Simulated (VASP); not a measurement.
# InSb (F-43m) in VASP: notebook, part 2 of 2

VASP 6.6.1. The steps go on from the part before.

## 3. Relaxation of cell and atoms, r2SCAN

This run uses another cell than the first one, of 33.98 Å³/atom.

The input, POSCAR:

```
InSb
1.0
    0.0000000000      3.2391000000      3.2391000000
    3.2391000000      0.0000000000      3.2391000000
    3.2391000000      3.2391000000      0.0000000000
In Sb
1 1
Direct
    0.0000000000      0.0000000000      0.0000000000
    0.7500000000      0.7500000000      0.7500000000
```

The input, INCAR.step1:

```
SYSTEM = InSb
PREC = Accurate
ENCUT = 600
ISMEAR = -1
SIGMA = 0.1
LREAL = .FALSE.
LASPH = .TRUE.
NELM = 100
GGA = PE
ALGO = Normal
EDIFF = 1E-4
LWAVE = .TRUE.
LCHARG = .FALSE.
```

The input, INCAR.step2:

```
SYSTEM = InSb
PREC = Accurate
ENCUT = 600
EDIFF = 1E-6
ISMEAR = -1
SIGMA = 0.1
LREAL = .FALSE.
LASPH = .TRUE.
NELM = 100
ALGO = Normal
ISIF = 3
LWAVE = .FALSE.
LCHARG = .FALSE.
METAGGA = R2SCAN
LMIXTAU = .TRUE.
IBRION = 2
NSW = 100
EDIFFG = -0.002
ISTART = 1
```

The input, KPOINTS:

```
regular mesh
0
G
  12 12 12
  0 0 0
```

Potentials or basis: VASP PAW PBE potentials, release 64 (In_d, Sb).

Command:

```bash
> cat potpaw_PBE.64/In_d/POTCAR potpaw_PBE.64/Sb/POTCAR > POTCAR
> cp INCAR.step1 INCAR
> mpirun -np 1 vasp_std > vasp.out
> cp INCAR.step2 INCAR
> mpirun -np 1 vasp_std > vasp.out
```

OUTCAR:

```text
SYSTEM = InSb
   PREC = Accurate
   ENCUT = 600
   EDIFF = 1E-6
   ISMEAR = -1
   LREAL = .FALSE.
   LASPH = .TRUE.
   NELM = 100
   ISIF = 3
   METAGGA = R2SCAN
   IBRION = 2
   NSW = 100
   EDIFFG = -0.002
   ISTART = 1

 ion  position               nearest neighbor table
   1  0.000  0.000  0.000-   2 2.81   2 2.81   2 2.81   2 2.81
   2  0.750  0.750  0.750-   1 2.81   1 2.81   1 2.81   1 2.81

  LATTYP: Found a face centered cubic cell.
 ALAT       =     6.4782000000

  Lattice vectors:

 A1 = (   0.0000000000,   3.2391000000,   3.2391000000)
 A2 = (   3.2391000000,   0.0000000000,   3.2391000000)
 A3 = (   3.2391000000,   3.2391000000,   0.0000000000)

Analysis of symmetry for initial positions (statically):
=====================================================================
 Subroutine PRICEL returns:
 Original cell was already a primitive cell.

 Routine SETGRP: Setting up the symmetry group for a
[... 188 lines left out ...]
      9       4.9256      1.90900
     10       5.1672      1.30397
     11       8.1425      0.00000
     12       8.1425      0.00000
     13       8.1425      0.00000
[... 439 lines left out ...]
--------------------------------------- Ionic step        3  -------------------------------------------

 number of electron      17.9999998 magnetization

 Free energy of the ion-electron system (eV)
  ---------------------------------------------------
  ext. energy  EPLUGINS =         0.00000000
  ---------------------------------------------------
  free energy    TOTEN  =       -48.76964491 eV

  energy without entropy =      -48.76891962  energy(sigma->0) =      -48.76928226

 E-fermi :   4.8194     XC(G=0):  -9.0823

 val. band max:        4.5635325325   @ k =   0.0000   0.0000   0.0000
 cond. band min:       5.3100590234   @ k =   0.5000   0.0000   0.0000
 fundamental gap:      0.7465264910
 Fermi energy:         4.8193830294

 k-point     1 :       0.0000    0.0000    0.0000
  band No.  band energies     occupation
      1     -10.4768      2.00000
      2     -10.4768      2.00000
      3     -10.4768      2.00000
      4     -10.3855      2.00000
      5     -10.3855      2.00000
      6      -6.3454      2.00000
      7       4.5444      1.87980
      8       4.5444      1.87980
      9       4.5444      1.87980
     10       4.5635      1.85629
     11       7.7669      0.00000
     12       7.7669      0.00000
     13       7.7669      0.00000
[... 397 lines left out ...]
  FREE ENERGIE OF THE ION-ELECTRON SYSTEM (eV)
  ---------------------------------------------------
  free  energy   TOTEN  =       -48.7696449080 eV

  energy  without entropy=      -48.7689196191  energy(sigma->0) =      -48.76928226

 reached required accuracy - stopping structural energy minimisation
```

OUTCAR.step1:

```text
SYSTEM = InSb
   PREC = Accurate
   ENCUT = 600
   ISMEAR = -1
   LREAL = .FALSE.
   LASPH = .TRUE.
[... 605 lines left out ...]
      0.00000      0.00000      0.00000        -0.000000     -0.000000     -0.000000
      4.85865      4.85865      4.85865         0.000000      0.000000      0.000000
 -----------------------------------------------------------------------------------
    total drift:                                0.000000      0.000000      0.000000

  FREE ENERGIE OF THE ION-ELECTRON SYSTEM (eV)
  ---------------------------------------------------
  free  energy   TOTEN  =        -6.9072654527 eV

  energy  without entropy=       -6.9060925221  energy(sigma->0) =       -6.90667899
```

It took 15 min on 1 thread of Intel Xeon Platinum 8259CL at 2.50GHz (Skylake/Cascade Lake), shared host; peak memory 0.32 GiB.

Results:

| Item | Value |
| --- | --- |
| Free energy | -48.7696 eV |
| Relaxed volume | 35.24 Å³/atom |
| Relaxed cell | a = 4.637 Å, b = 4.637 Å, c = 4.637 Å, α = 60.00°, β = 60.00°, γ = 60.00° |
| Space group after relaxing (to 0.1 Å) | F-43m (No. 216) |
| Energy gained by relaxing | 6.6 meV/atom |
| Ionic steps | 3 |
| Pressure after relaxing | 0.0 GPa |
| Band gap on the k mesh | 0.02 eV |

Step by step:
```csv
step,energy change (eV),largest force (eV/Å),pressure (GPa),volume (Å³)
1,0.0000,0.0000,1.73,67.97
2,-0.0106,0.0000,-0.68,71.64
3,-0.0131,0.0000,0.00,70.48
```

Final structure:
```xyz
2
Lattice="0.0000 3.2786 3.2786 3.2786 0.0000 3.2786 3.2786 3.2786 0.0000" Properties=species:S:1:pos:R:3 pbc="T T T"
In    0.0000    0.0000    0.0000
Sb    4.9178    4.9178    4.9178
```

Levels at points of the mesh, in eV from the valence-band top:
```tsv
k point	band 7	band 8	band 9	band 10	band 11	band 12
(0.00, 0.00, 0.00)	0.00	0.00	0.00	0.02	3.22	3.22
(0.50, 0.00, 0.00)	-5.60	-0.99	-0.99	0.77	4.09	4.09
(0.50, 0.50, 0.00)	-5.91	-2.24	-2.24	1.57	1.63	8.52
```

Caveat: the smearing spreads over this small gap; semilocal functionals underestimate gaps, and a narrow one can read as zero; the PAW data sets were made with another functional, which shifts forces and pressure a little; spin-orbit coupling is left out, which moves the levels of the heavy elements.

## 4. Relaxation of cell and atoms, r2SCAN, target pressure 1 GPa, at which the enthalpy is minimised

The input, POSCAR:

```
InSb
1.0
    0.0000000000      3.2780072950      3.2780072950
    3.2780072950      0.0000000000      3.2780072950
    3.2780072950      3.2780072950      0.0000000000
In Sb
1 1
Direct
    0.0000000000      0.0000000000      0.0000000000
    0.7500000000      0.7500000000      0.7500000000
```

The input, INCAR.step1:

```
PREC = Accurate
ENCUT = 600
ISMEAR = -1
SIGMA = 0.1
LREAL = F
LASPH = T
NELM = 60
GGA = PE
ALGO = Normal
EDIFF = 1E-4
LWAVE = T
LCHARG = F
```

The input, INCAR.step2:

```
PREC = Accurate
ENCUT = 600
EDIFF = 1E-6
ISMEAR = -1
SIGMA = 0.1
LREAL = F
LASPH = T
NELM = 60
ALGO = Normal
ISIF = 3
LWAVE = F
LCHARG = F
METAGGA = R2SCAN
LMIXTAU = T
IBRION = 2
NSW = 100
EDIFFG = -0.002
PSTRESS = 10.0
ISTART = 1
```

The input, KPOINTS:

```
Automatic mesh
0
Gamma
  12 12 12
```

Command:

```bash
> cat potpaw_PBE.64/In_d/POTCAR potpaw_PBE.64/Sb/POTCAR > POTCAR
> cp INCAR.step1 INCAR
> mpirun -np 1 vasp_std > vasp.out
> cp INCAR.step2 INCAR
> mpirun -np 1 vasp_std > vasp.out
```

Run time: 12 min. Hardware: 1 thread of Intel Xeon Platinum 8259CL at 2.50GHz (Skylake/Cascade Lake), shared host; peak memory 0.33 GiB.

It converged, with:

```yaml
Free_energy: -48.7653 eV
Relaxed_volume: 34.49 Å³/atom
Relaxed_cell: a = 4.603 Å, b = 4.603 Å, c = 4.603 Å, α = 60.00°, β = 60.00°, γ = 60.00°
Space_group_after_relaxing_to_0.1_Å: F-43m (No. 216)
Energy_change_on_relaxing_the_run_minimises_the_enthalpy: +2.3 meV/atom
Ionic_steps: 3
Pressure_after_relaxing: 1.0 GPa
Band_gap_on_the_k_mesh: 0.15 eV
```

The path:
```csv
step,energy change (eV),largest force (eV/Å),pressure (GPa),volume (Å³)
1,0.0000,0.0000,0.02,70.45
2,0.0101,0.0000,1.50,68.28
3,0.0046,0.0000,1.00,68.98
```

Final structure:
```yaml
crystal:
  lattice:
    - [0.00000, 3.25507, 3.25507]
    - [3.25507, 0.00000, 3.25507]
    - [3.25507, 3.25507, 0.00000]
  atoms:
    - { symbol: In, position: [0.00000, 0.00000, 0.00000] }
    - { symbol: Sb, position: [0.75000, 0.75000, 0.75000] }
```

Levels at points of the mesh, in eV from the valence-band top:
```csv
k point,band 7,band 8,band 9,band 10,band 11,band 12
"(0.00, 0.00, 0.00)",0.00,0.00,0.00,0.15,3.22,3.22
"(0.50, 0.00, 0.00)",-5.71,-1.03,-1.03,0.81,4.10,4.10
"(0.50, 0.50, 0.00)",-6.01,-2.31,-2.31,1.56,1.60,8.65
```

Caveat: the cell is relaxed towards a set pressure, so the run minimises the enthalpy, not the energy; the smearing spreads over this small gap; semilocal functionals underestimate gaps, and a narrow one can read as zero; the PAW data sets were made with another functional, which shifts forces and pressure a little; spin-orbit coupling is left out, which moves the levels of the heavy elements.

## 5. Overview

```tsv
cell	gap on the mesh (eV)	pressure (GPa)
relaxed to 15 GPa from a = 4.636 Å, angles 60.0°, 2 atoms	1.14	15.0
relaxed from a = 4.581 Å, angles 60.0°, 2 atoms	0.02	0.0
relaxed to 1 GPa from a = 4.636 Å, angles 60.0°, 2 atoms	0.15	1.0
```

Alike in all rows: task relaxation of cell and atoms; level r2SCAN; potentials or basis VASP PAW PBE potentials, release 64 (In_d, Sb); no spin polarisation; k mesh 12 × 12 × 12; cutoff (eV) 600; smearing fermi-dirac 0.1 eV.

Caveats: the PAW data sets were made with another functional, which shifts forces and pressure a little; spin-orbit coupling is left out, which moves the levels of the heavy elements; the cell is relaxed towards a set pressure, so the run minimises the enthalpy, not the energy (at least some runs); the smearing spreads over this small gap (at least some runs); semilocal functionals underestimate gaps, and a narrow one can read as zero (at least some runs); the volume moved by over 15 % at a fixed basis, so the end points are rough (at least some runs).

Absolute energies hang on the potentials; compare differences alone.

The gap in the log of VASP goes by the Fermi energy; the results here count the filled bands.